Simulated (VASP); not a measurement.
# BiP (P4/nmm) in VASP: single point with PBE+D3(BJ)

Aim: the single point of BiP with PBE+D3(BJ).

All numbers are computed with VASP 6.6.1; they aren't measurements. Logs are shortened: lines on timing, memory, paths and dates and some standing lists are left out, and cuts for length are marked.

## Step 1: The cell of the first run

Symmetry: P4/nmm, No. 129, tetragonal system. Conventional cell: a = 5.053 Å, b = 5.053 Å, c = 3.675 Å, α = 90.00°, β = 90.00°, γ = 90.00°. Within 3.8 Å of Bi (site symmetry -4m2) lie 8 P at 2.86 to 3.43 Å and 6 Bi at 3.57 to 3.67 Å. P (site symmetry 4mm) has 8 Bi at 2.86 to 3.43 Å and 6 P at 3.67 to 3.70 Å within 3.8 Å.

## Step 2: Single point, PBE+D3(BJ)

INCAR

```
SYSTEM = BiP
PREC = Accurate ; ENCUT = 520
EDIFF = 1E-6 ; ISMEAR = 0
SIGMA = 0.1 ; LREAL = .FALSE.
LASPH = .TRUE. ; NELM = 100
ALGO = Fast ; ISIF = 2
LWAVE = .FALSE. ; LCHARG = .FALSE.
GGA = PE ; IVDW = 12
NBANDS = 28
```

KPOINTS

```
Automatic mesh
0
G
  10 10 12
  0 0 0
```

POSCAR

```
BiP
1.0
    5.0532801147      0.0000000000      0.0000000000
    0.0000000000      5.0532801147      0.0000000000
    0.0000000000      0.0000000000      3.6747589358
Bi P
2 2
Direct
    0.0000000000      0.0000000000      0.0000000000
    0.5000000000      0.5000000000      0.0000000000
    0.0000000000      0.5000000000      0.3674289416
    0.5000000000      0.0000000000      0.6325710584
```

Potentials or basis: VASP PAW PBE potentials, release 64 (Bi_d, P).

Started as:

```console
$ cat potpaw_PBE.64/Bi_d/POTCAR potpaw_PBE.64/P/POTCAR > POTCAR
$ mpirun -np 1 vasp_std > vasp.out
```

OUTCAR:

```text
SYSTEM = BiP
   PREC = Accurate
   ENCUT = 520
   EDIFF = 1E-6
   ISMEAR = 0
   LREAL = .FALSE.
   LASPH = .TRUE.
   NELM = 100
   ISIF = 2
   GGA = PE
   IVDW = 12
 IVDW          = 12

 ion  position               nearest neighbor table
   1  0.000  0.000  0.000-   3 2.86   4 2.86   3 2.86   4 2.86   4 3.43   3 3.43   4 3.43   3 3.43
                             2 3.57   2 3.57   2 3.57   2 3.57
   2  0.500  0.500  0.000-   3 2.86   4 2.86   4 2.86   3 2.86   4 3.43   4 3.43   3 3.43   3 3.43
                             1 3.57   1 3.57   1 3.57   1 3.57
   3  0.000  0.500  0.367-   1 2.86   2 2.86   1 2.86   2 2.86   1 3.43   1 3.43   2 3.43   2 3.43

   4  0.500  0.000  0.633-   1 2.86   2 2.86   2 2.86   1 2.86   1 3.43   2 3.43   2 3.43   1 3.43

  LATTYP: Found a simple tetragonal cell.
 ALAT       =     5.0532801147
 C/A-ratio  =     0.7272026985

  Lattice vectors:

 A1 = (   5.0532801147,   0.0000000000,   0.0000000000)
 A2 = (   0.0000000000,   5.0532801147,   0.0000000000)
 A3 = (   0.0000000000,   0.0000000000,   3.6747589358)

Analysis of symmetry for initial positions (statically):
=====================================================================
 Subroutine PRICEL returns:
 Original cell was already a primitive cell.

 Routine SETGRP: Setting up the symmetry group for a
 simple tetragonal supercell.

 Subroutine GETGRP returns: Found 16 space group operations
 (whereof  8 operations were pure point group operations)
 out of a pool of 16 trial point group operations.

The static configuration has the point symmetry D_2d.
 The point group associated with its full space group is D_4h.

Analysis of symmetry for dynamics (positions and initial velocities):
=====================================================================
 Subroutine PRICEL returns:
 Original cell was already a primitive cell.

 Routine SETGRP: Setting up the symmetry group for a
 simple tetragonal supercell.

 Subroutine GETGRP returns: Found 16 space group operations
 (whereof  8 operations were pure point group operations)
 out of a pool of 16 trial point group operations.

The dynamic configuration has the point symmetry D_2d.
 The point group associated with its full space group is D_4h.

 Subroutine INISYM returns: Found 16 space group operations
 (whereof  8 operations are pure point group operations),
 and found     1 'primitive' translations

----------------------------------------------------------------------------------------

                                     Primitive cell

  volume of cell :      93.8373

  direct lattice vectors                    reciprocal lattice vectors
     5.053280115  0.000000000  0.000000000     0.197891266  0.000000000  0.000000000
     0.000000000  5.053280115  0.000000000     0.000000000  0.197891266  0.000000000
     0.000000000  0.000000000  3.674758936     0.000000000  0.000000000  0.272126694

  length of vectors
     5.053280115  5.053280115  3.674758936     0.197891266  0.197891266  0.272126694

  position of ions in fractional coordinates (direct lattice)
     0.000000000  0.000000000  0.000000000
     0.500000000  0.500000000  0.000000000
     0.000000000  0.500000000  0.367428942
     0.500000000  0.000000000  0.632571058

  ion indices of the primitive-cell ions
   primitive index   ion index
                 1           1
                 2           2
                 3           3
                 4           4

----------------------------------------------------------------------------------------

 KPOINTS: Automatic mesh

Automatic generation of k-mesh.
 Grid dimensions read from file:
 generate k-points for:   10   10   12

 Generating k-lattice:

  Cartesian coordinates                     Fractional coordinates (reciprocal lattice)
     0.019789127  0.000000000  0.000000000     0.100000000  0.000000000  0.000000000
     0.000000000  0.019789127  0.000000000     0.000000000  0.100000000  0.000000000
     0.000000000  0.000000000  0.022677224     0.000000000  0.000000000  0.083333333

  Length of vectors
     0.019789127  0.019789127  0.022677224

  Shift w.r.t. Gamma in fractional coordinates (k-lattice)
     0.000000000  0.000000000  0.000000000

 Subroutine IBZKPT returns following result:
 ===========================================

 Found    147 irreducible k-points:

 Following reciprocal coordinates:
            Coordinates               Weight
  0.000000  0.000000  0.000000      1.000000
  0.100000  0.000000  0.000000      4.000000
  0.200000  0.000000  0.000000      4.000000
  0.300000  0.000000  0.000000      4.000000
  0.400000  0.000000  0.000000      4.000000
  0.500000  0.000000  0.000000      2.000000
[... 16 lines left out ...]
  0.100000  0.000000  0.083333      8.000000
  0.200000  0.000000  0.083333      8.000000
 [... further k-points ...]
   k-points           NKPTS =    147   k-points in BZ     NKDIM =    147   number of bands    NBANDS=     28
   number of dos      NEDOS =    301   number of ions     NIONS =      4
   total plane-waves  NPLWV =  44800
   dimension x,y,z NGX =    40 NGY =   40 NGZ =   28
   dimension x,y,z NGXF=    80 NGYF=   80 NGZF=   56
   ions per type =               2   2
   NGX,Y,Z   is equivalent  to a cutoff of  13.16, 13.16, 12.67 a.u.
   NGXF,Y,Z  is equivalent  to a cutoff of  26.32, 26.32, 25.33 a.u.
 SYSTEM =  BiP
   PREC   = accura    normal or accurate (medium, high low for compatibility)
   ISTART =      0    job   : 0-new  1-cont  2-samecut
   ICHARG =      2    charge: 1-file 2-atom 10-const
   ISPIN  =      1    spin polarized calculation?
   LNONCOLLINEAR =      F non collinear calculations
   LSORBIT =      F    spin-orbit coupling
   LASPH  =      T    aspherical Exc in radial PAW
   ENCUT  =  520.0 eV  38.22 Ry    6.18 a.u.   9.40  9.40  6.83*2*pi/ulx,y,z
   NELM   =    100;   NELMIN=  2; NELMDL= -5     # of ELM steps
   EDIFF  = 0.1E-05   stopping-criterion for ELM
   LREAL  =      F    real-space projection
[... 7 lines left out ...]
   TEBEG  =    0.0;   TEEND  =   0.0 temperature during run
   PSTRESS=    0.0 pullay stress
   NELECT =      40.0000    total number of electrons
   NUPDOWN=      -1.0000    fix difference up-down
   EMIN   =  10.00;   EMAX   =-10.00  energy-range for DOS
   EFERMI =   0.00;   METHOD = LEGACY
   ISMEAR =     0;   SIGMA  =   0.10  broadening in eV -4-tet -1-fermi 0-gaus
   EFERMI_NEDOS =   21; number of points for ismear=-14 and -15
   IALGO  =     68    algorithm
   IMIX   =      4    mixing-type and parameters
     AMIX     =   0.40;   BMIX     =  1.00
     AMIX_MAG =   1.60;   BMIX_MAG =  1.00
  volume/ion in A,a.u.               =      23.46       158.31
  Fermi-wavevector in a.u.,A,eV,Ry     =   1.232073  2.328280 20.653683  1.518003
  Thomas-Fermi vector in A             =   2.366857
   LORBIT       =      0    0 simple, 1 ext, 2 COOP (PROOUT), +10 PAW based schemes
   GGA     = PE    functional components
   LHFCALC =     F    Hartree Fock is set to
   AEXX    =    0.0000 exact exchange contribution
   IVDW    =    12    specifies the selected vdW correction
   LEPSILON=     F    determine dielectric tensor
   LRPA    =     F    only Hartree local field effects (RPA)
 non-spin polarized calculation
 RMM-DIIS sequential band-by-band and
 Gauss-broadening in eV      SIGMA  =   0.10
  energy-cutoff  :      520.00
  volume of cell :       93.84
 maximum number of plane-waves:      2553
 NGX is ok and might be reduce to    40
   NGX = 19   NGY = 19   NGZ = 13

 number of electron      40.0000007 magnetization

 Free energy of the ion-electron system (eV)
  ---------------------------------------------------
  ext. energy  EPLUGINS =         0.00000000
  ---------------------------------------------------
  free energy    TOTEN  =       -17.07123817 eV

  energy without entropy =      -17.06425461  energy(sigma->0) =      -17.06774639

 E-fermi :   8.0636     XC(G=0): -10.5266

 val. band max:        8.0478488427   @ k =   0.4000   0.4000   0.0833
 cond. band min:       8.0787472631   @ k =   0.3000   0.2000   0.4167
 fundamental gap:      0.0308984205
 Fermi energy:         8.0636385014

 k-point     1 :       0.0000    0.0000    0.0000
  band No.  band energies     occupation
      1     -15.2277      2.00000
      2     -15.2083      2.00000
      3     -15.1922      2.00000
      4     -15.1419      2.00000
      5     -15.1301      2.00000
      6     -15.1301      2.00000
[... 20 lines left out ...]
     27      13.5235      0.00000
     28      13.5235      0.00000

 k-point     2 :       0.1000    0.0000    0.0000
  band No.  band energies     occupation
      1     -15.2234      2.00000
      2     -15.2065      2.00000
      3     -15.1894      2.00000
      4     -15.1434      2.00000
      5     -15.1294      2.00000
      6     -15.1293      2.00000
[... 20 lines left out ...]
     27      13.4980      0.00000
     28      13.6323      0.00000

 k-point     3 :       0.2000    0.0000    0.0000
  band No.  band energies     occupation
      1     -15.2109      2.00000
      2     -15.2015      2.00000
      3     -15.1815      2.00000
      4     -15.1478      2.00000
      5     -15.1276      2.00000
      6     -15.1269      2.00000
[... 20 lines left out ...]
     27      13.3204      0.00000
     28      13.9837      0.00000

 k-point     4 :       0.3000    0.0000    0.0000
  band No.  band energies     occupation
      1     -15.1938      2.00000
      2     -15.1913      2.00000
      3     -15.1695      2.00000
      4     -15.1546      2.00000
      5     -15.1251      2.00000
      6     -15.1232      2.00000
[... 20 lines left out ...]
     27      13.5898      0.00000
     28      14.5580      0.00000

 k-point     5 :       0.4000    0.0000    0.0000
  band No.  band energies     occupation
      1     -15.1842      2.00000
      2     -15.1664      2.00000
      3     -15.1641      2.00000
      4     -15.1543      2.00000
      5     -15.1266      2.00000
      6     -15.1186      2.00000
[... 20 lines left out ...]
     27      14.2310      0.00000
     28      15.3539      0.00000

 k-point     6 :       0.5000    0.0000    0.0000
  band No.  band energies     occupation
      1     -15.1739      2.00000
      2     -15.1739      2.00000
      3     -15.1393      2.00000
      4     -15.1393      2.00000
      5     -15.1383      2.00000
      6     -15.1383      2.00000
[... 463 lines left out ...]
      5     -15.1333      2.00000
      6     -15.1333      2.00000
[... 20 lines left out ...]
     27      13.6045      0.00000
     28      13.6047      0.00000

 k-point    22 :       0.0000    0.0000    0.0833
  band No.  band energies     occupation
      1     -15.2274      2.00000
      2     -15.2027      2.00000
      3     -15.1917      2.00000
      4     -15.1359      2.00000
      5     -15.1323      2.00000
      6     -15.1323      2.00000
[... 20 lines left out ...]
     27      13.4895      0.00000
     28      13.4895      0.00000

 k-point    23 :       0.1000    0.0000    0.0833
  band No.  band energies     occupation
      1     -15.2232      2.00000
      2     -15.2009      2.00000
      3     -15.1889      2.00000
      4     -15.1374      2.00000
      5     -15.1317      2.00000
      6     -15.1315      2.00000
[... 20 lines left out ...]
     27      13.4230      0.00000
     28      13.5201      0.00000

 k-point    24 :       0.2000    0.0000    0.0833
  band No.  band energies     occupation
      1     -15.2107      2.00000
      2     -15.1959      2.00000
      3     -15.1810      2.00000
      4     -15.1418      2.00000
      5     -15.1299      2.00000
      6     -15.1291      2.00000
[... 20 lines left out ...]
     27      13.4902      0.00000
     28      13.7259      0.00000

 [... further k-points ...]

------------------------ aborting loop because EDIFF is reached ----------------------------------------

 Edisp (eV)   -1.89029

 E8    (eV) :    -0.8481

  FORCE on cell =-STRESS in cart. coord.  units (eV):
  Direction    XX          YY          ZZ          XY          YZ          ZX
  --------------------------------------------------------------------------------------
  -------------------------------------------------------------------------------------
  Total      -0.01629    -0.01629    -0.02082     0.00000     0.00000     0.00000
  in kB      -0.27821    -0.27821    -0.35556     0.00000     0.00000     0.00000
  external pressure =       -0.30 kB  Pullay stress =        0.00 kB

 VOLUME and BASIS-vectors are now :
 -----------------------------------------------------------------------------
  energy-cutoff  :      520.00
  volume of cell :       93.84
      direct lattice vectors                 reciprocal lattice vectors
     5.053280115  0.000000000  0.000000000     0.197891266  0.000000000  0.000000000
     0.000000000  5.053280115  0.000000000     0.000000000  0.197891266  0.000000000
     0.000000000  0.000000000  3.674758936     0.000000000  0.000000000  0.272126694

 POSITION                                       TOTAL-FORCE (eV/Angst)
 -----------------------------------------------------------------------------------
      0.00000      0.00000      0.00000        -0.000000     -0.000000      0.000000
      2.52664      2.52664      0.00000         0.000000      0.000000      0.000000
      0.00000      2.52664      1.35021         0.000000      0.000000     -0.001469
      2.52664      0.00000      2.32455        -0.000000      0.000000      0.001469
 -----------------------------------------------------------------------------------
    total drift:                               -0.000000     -0.000000     -0.000000

  FREE ENERGIE OF THE ION-ELECTRON SYSTEM (eV)
  ---------------------------------------------------
  free  energy   TOTEN  =       -18.9615312544 eV

  energy  without entropy=      -18.9545476971  energy(sigma->0) =      -18.95803948
```

Run time: 3.4 min. Hardware: 1 thread of Intel Xeon Platinum 8488C (Sapphire Rapids), shared host; peak memory 0.43 GiB.

Results:

```yaml
Free_energy: -18.9615 eV
Pressure: 0.0 GPa
Band_gap_on_the_k_mesh: zero (bands 20 and 21 overlap by 2.03 eV)
Dispersion_energy_per_atom: -0.473 eV
```

Levels at points of the mesh, in eV from the Fermi level:
| k point | band 18 | band 19 | band 20 | band 21 | band 22 | band 23 |
| --- | --- | --- | --- | --- | --- | --- |
| (0.00, 0.00, 0.00) | -2.27 | -1.43 | -0.27 | 2.61 | 2.92 | 3.79 |
| (0.50, 0.00, 0.00) | -1.38 | -0.46 | -0.46 | 1.41 | 1.41 | 2.93 |
| (0.50, 0.50, 0.00) | -0.98 | -0.07 | -0.07 | 0.60 | 0.60 | 1.70 |
| (0.00, 0.00, 0.50) | -2.74 | -2.74 | -2.42 | -0.40 | 0.24 | 1.47 |
| (0.50, 0.00, 0.50) | -2.88 | -2.87 | -2.87 | 0.09 | 0.09 | 2.19 |
| (0.50, 0.50, 0.50) | -5.27 | 0.77 | 0.77 | 3.07 | 3.07 | 3.46 |

Caveat: spin-orbit coupling is left out, which moves the levels of the heavy elements.
